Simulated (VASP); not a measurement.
# Tl (I4/mmm) in VASP: notebook, part 2 of 2

VASP 6.6.1. Earlier steps stand in the parts before.

## (6) Single point, PBEsol

This run uses another cell than the first one, of the same volume but with other edges.

The input, INCAR:

```
SYSTEM = Tl
ALGO = Fast
EDIFF = 1E-7
ENCUT = 520
GGA = PS
ISIF = 2
ISMEAR = 0
LASPH = .TRUE.
LCHARG = .FALSE.
LREAL = .FALSE.
LWAVE = .FALSE.
NBANDS = 12
NELM = 80
PREC = Accurate
SIGMA = 0.15
```

The input, KPOINTS:

```
k-points
0
G
  20 20 20
  0 0 0
```

The input, POSCAR:

```
Tl
1.0
   -2.1085990240      2.1085990240      1.6447072387
    2.1085990240     -2.1085990240      1.6447072387
    2.1085990240      2.1085990240     -1.6447072387
Tl
1
Direct
    0.0000000000      0.0000000000      0.0000000000
```

Potentials or basis: VASP PAW PBE potentials, release 64 (Tl_d).

The run is started by

```console
cat potpaw_PBE.64/Tl_d/POTCAR > POTCAR
mpirun -np 1 vasp_std > vasp.out
```

OUTCAR:

```text
SYSTEM = Tl
   EDIFF = 1E-7
   ENCUT = 520
   GGA = PS
   ISIF = 2
   ISMEAR = 0
   LASPH = .TRUE.
   LREAL = .FALSE.
   NELM = 80
   PREC = Accurate

 ion  position               nearest neighbor table
   1  0.000  0.000  0.000-

  LATTYP: Found a body centered tetragonal cell.
 ALAT       =     4.2171980480
 C/A-ratio  =     0.7800000000

  Lattice vectors:

 A1 = (  -2.1085990240,   2.1085990240,   1.6447072387)
 A2 = (   2.1085990240,  -2.1085990240,   1.6447072387)
 A3 = (   2.1085990240,   2.1085990240,  -1.6447072387)

Analysis of symmetry for initial positions (statically):
=====================================================================
 Subroutine PRICEL returns:
 Original cell was already a primitive cell.

 Routine SETGRP: Setting up the symmetry group for a
 body centered tetragonal supercell.

 Subroutine GETGRP returns: Found 16 space group operations
 (whereof 16 operations were pure point group operations)
 out of a pool of 16 trial point group operations.

The static configuration has the point symmetry D_4h.

Analysis of symmetry for dynamics (positions and initial velocities):
=====================================================================
 Subroutine PRICEL returns:
 Original cell was already a primitive cell.

 Routine SETGRP: Setting up the symmetry group for a
 body centered tetragonal supercell.

 Subroutine GETGRP returns: Found 16 space group operations
 (whereof 16 operations were pure point group operations)
 out of a pool of 16 trial point group operations.

The dynamic configuration has the point symmetry D_4h.

 Subroutine INISYM returns: Found 16 space group operations
 (whereof 16 operations are pure point group operations),
 and found     1 'primitive' translations

----------------------------------------------------------------------------------------

                                     Primitive cell
[... 111 lines left out ...]
  Fermi-wavevector in a.u.,A,eV,Ry     =   1.249330  2.360891 21.236311  1.560825
  Thomas-Fermi vector in A             =   2.383375
   LORBIT       =      0    0 simple, 1 ext, 2 COOP (PROOUT), +10 PAW based schemes
   GGA     = PS    functional components
   LHFCALC =     F    Hartree Fock is set to
   AEXX    =    0.0000 exact exchange contribution
   IVDW    =     0    specifies the selected vdW correction
   LEPSILON=     F    determine dielectric tensor
   LRPA    =     F    only Hartree local field effects (RPA)
 non-spin polarized calculation
 RMM-DIIS sequential band-by-band and
 Gauss-broadening in eV      SIGMA  =   0.15
  energy-cutoff  :      520.00
  volume of cell :       29.25
 maximum number of plane-waves:       802
 NGX is ok and might be reduce to    28

 number of electron      12.9999998 magnetization

 Free energy of the ion-electron system (eV)
  ---------------------------------------------------
  ext. energy  EPLUGINS =         0.00000000
  ---------------------------------------------------
  free energy    TOTEN  =        -2.59418593 eV

  energy without entropy =       -2.58829732  energy(sigma->0) =       -2.59124163

 E-fermi :   6.1503     XC(G=0): -10.2408

 val. band max:        6.1400952239   @ k =  -0.3000  -0.3500   0.2500
 cond. band min:       6.1541135261   @ k =  -0.3500  -0.3500   0.2500
 fundamental gap:      0.0140183022
 Fermi energy:         6.1503028290

 k-point     1 :       0.0000    0.0000    0.0000
  band No.  band energies     occupation
      1      -5.6013      2.00000
      2      -5.3920      2.00000
      3      -5.2368      2.00000
      4      -5.2368      2.00000
      5      -4.9516      2.00000
      6      -3.7960      2.00000
      7      14.4784      0.00000
      8      14.4784      0.00000
      9      18.2787      0.00000
     10      19.0713      0.00000
     11      19.1829      0.00000
     12      19.7107      0.00000
[... 331 lines left out ...]
 k-point    24 :      -0.3500    0.0500    0.0000
  band No.  band energies     occupation
      1      -5.5943      2.00000
      2      -5.4762      2.00000
      3      -5.0671      2.00000
      4      -5.0050      2.00000
      5      -4.9698      2.00000
      6      -1.1516      2.00000
      7       8.3695      0.00000
      8      11.3288      0.00000
      9      12.6522      0.00000
     10      16.0729      0.00000
     11      17.5126      0.00000
     12      20.9877      0.00000

 [... further k-points ...]
[... 5 lines left out ...]
  --------------------------------------------------------------------------------------
  -------------------------------------------------------------------------------------
  Total       -0.2434503     -0.2434503      0.2514768      0.0000000     -0.0000000      0.0000000
  in kB      -13.3347301    -13.3347301     13.7743737      0.0000000     -0.0000000      0.0000000
  external PRESSURE =      -4.2983622 kB  Pullay stress =       0.0000000 kB

 VOLUME and BASIS-vectors are now :
 -----------------------------------------------------------------------------
  energy-cutoff  :      520.00
  volume of cell :       29.25
      direct lattice vectors                 reciprocal lattice vectors
    -2.108599024  2.108599024  1.644707239     0.000000000  0.237124268  0.304005472
     2.108599024 -2.108599024  1.644707239     0.237124268  0.000000000  0.304005472
     2.108599024  2.108599024 -1.644707239     0.237124268  0.237124268  0.000000000

 POSITION                                       TOTAL-FORCE (eV/Angst)
 -----------------------------------------------------------------------------------
      0.00000      0.00000      0.00000         0.000000      0.000000      0.000000
 -----------------------------------------------------------------------------------
    total drift:                               -0.000000     -0.000000     -0.000000

  FREE ENERGIE OF THE ION-ELECTRON SYSTEM (eV)
  ---------------------------------------------------
  free  energy   TOTEN  =        -2.5941859320 eV

  energy  without entropy=       -2.5882973216  energy(sigma->0) =       -2.59124163
```

OSZICAR:

```text
N       E                     dE             d eps       ncg     rms          rms(c)
DAV:   1     0.504978813267E+02    0.50498E+02   -0.66955E+03 16304   0.940E+02
DAV:   2    -0.201066604131E+01   -0.52509E+02   -0.51463E+02 17516   0.212E+02
DAV:   3    -0.262842279517E+01   -0.61776E+00   -0.61705E+00 18176   0.209E+01
DAV:   4    -0.263125992221E+01   -0.28371E-02   -0.28370E-02 17364   0.163E+00
DAV:   5    -0.263129440055E+01   -0.34478E-04   -0.34479E-04 18200   0.174E-01    0.215E+00
RMM:   6    -0.259992534141E+01    0.31369E-01   -0.40635E-02 15462   0.164E+00    0.148E+00
RMM:   7    -0.259459828726E+01    0.53271E-02   -0.17932E-02 15895   0.119E+00    0.659E-01
RMM:   8    -0.259419895017E+01    0.39934E-03   -0.12852E-03 16380   0.304E-01    0.769E-02
RMM:   9    -0.259418668085E+01    0.12269E-04   -0.14399E-04 17232   0.113E-01    0.261E-02
RMM:  10    -0.259418564378E+01    0.10371E-05   -0.19156E-05 17259   0.444E-02    0.169E-03
RMM:  11    -0.259418601469E+01   -0.37092E-06   -0.37555E-06 17515   0.187E-02    0.128E-03
RMM:  12    -0.259418593205E+01    0.82641E-07   -0.56345E-07 13758   0.599E-03
   1 F= -.25941859E+01 E0= -.25912416E+01  d E =-.588861E-02
```

stdout:

```text
POSCAR found type information on POSCAR Tl
 POSCAR found :  1 types and       1 ions
 scaLAPACK will be used
 -----------------------------------------------------------------------------
|                                                                             |
|                                                                             |
|     You enforced a specific xc type in the INCAR file but a different       |
|     I HOPE YOU KNOW WHAT YOU ARE DOING!                                     |
|                                                                             |
 -----------------------------------------------------------------------------

 LDA part: xc-table for (Slater+PW92), standard interpolation
 POSCAR, INCAR and KPOINTS ok, starting setup
 FFT: planning ... GRIDC
 FFT: planning ... GRID_SOFT
 FFT: planning ... GRID
 WAVECAR not read
 entering main loop
```

It took 85 s on 1 thread of Intel Xeon 6975P-C (Granite Rapids), shared host; peak memory 0.33 GiB.

What came out:

```yaml
Free_energy: -2.5942 eV
Pressure: -0.4 GPa
```

Stress tensor (GPa, compression positive):
```
-1.33  0.00  0.00
 0.00 -1.33  0.00
 0.00  0.00  1.38
```

Levels at points of the mesh, in eV from the Fermi level:
```
           k point  band 2  band 3  band 4  band 5  band 6  band 7  band 8  band 9  band 10  band 11
(0.00, 0.00, 0.00)  -11.54  -11.39  -11.39  -11.10   -9.95    8.33    8.33   12.13    12.92    13.03
(0.50, 0.00, 0.00)  -11.76  -11.25  -10.97  -10.92   -4.26   -2.35    5.03    5.87     8.91    10.22
(0.50, 0.50, 0.00)  -11.48  -11.47  -11.27  -10.94   -6.04   -3.10    8.75   10.27    12.10    13.39
(0.50, 0.50, 0.50)  -11.75  -10.99  -10.99  -10.93   -2.74    0.02    0.02    5.14     5.28     9.56
```

Caveat: the PAW data sets were made with another functional, which shifts forces and pressure a little; spin-orbit coupling is left out, which moves the levels of the heavy elements.

## (7) Summary

```csv
cell,further INCAR settings,gap on the mesh (eV),pressure (GPa)
"a = 3.488 Å, angles 100.0, 100.0, 130.6°, 1 atom",ALGO = Fast; EDIFF = 1e-07; NBANDS = 12,none,2.2
"a = 3.445 Å, angles 101.5, 101.5, 126.9°, 1 atom",ALGO = Fast; EDIFF = 1e-07; NBANDS = 12,none,0.5
"a = 3.381 Å, angles 105.4, 105.4, 118.0°, 1 atom",ALGO = Fast; EDIFF = 1e-06; NBANDS = 12,none,-0.7
"a = 3.388 Å, angles 114.7, 114.7, 99.4°, 1 atom",ALGO = Fast; EDIFF = 1e-06; NBANDS = 12,none,-1.0
"a = 3.406 Å, angles 103.5, 103.5, 122.2°, 1 atom",ALGO = Fast; EDIFF = 1e-07; NBANDS = 12,none,-0.4
```

Alike in all rows: task single point; level PBEsol; potentials or basis VASP PAW PBE potentials, release 64 (Tl_d); no spin polarisation; k mesh 20 × 20 × 20; cutoff (eV) 520; smearing gaussian 0.15 eV.

Caveats: the PAW data sets were made with another functional, which shifts forces and pressure a little; spin-orbit coupling is left out, which moves the levels of the heavy elements.

Total energies depend on the potentials used, so only differences within one code and one set of settings carry meaning.
